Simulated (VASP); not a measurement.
Runs of VASP 6.6.1 on Na2S. The structure is that of space group Fm-3m (No. 225), or close to it. The cells are those of the table. 

```tsv
task	cell	gap on the mesh (eV)	pressure (GPa)
single point	a = 4.549 Å, angles 60.0°, 3 atoms	(b)	1.1
relaxation of cell and atoms	relaxed to 10 GPa from a = 4.597 Å, angles 60.0°, 3 atoms	(a)	10.0
relaxation of cell and atoms	relaxed to 7 GPa from a = 4.597 Å, angles 60.0°, 3 atoms	3.00	7.0
relaxation of cell and atoms	relaxed to 1 GPa from a = 4.597 Å, angles 60.0°, 3 atoms	2.52	1.0
relaxation of cell and atoms	relaxed to 2 GPa from a = 4.597 Å, angles 60.0°, 3 atoms	2.61	2.0
```

Alike in all rows: level PBEsol; potentials or basis VASP PAW PBE potentials, release 64 (Na_pv, S); no spin polarisation; k mesh 6 × 6 × 6; cutoff (eV) 500; smearing gaussian 0.01 eV.

Problem. Fill in the values left out.

Solution. (a) 3.18; (b) 2.53.

Caveats: the PAW data sets were made with another functional, which shifts forces and pressure a little; the cell is relaxed towards a set pressure, so the enthalpy falls and the energy may rise (some runs).

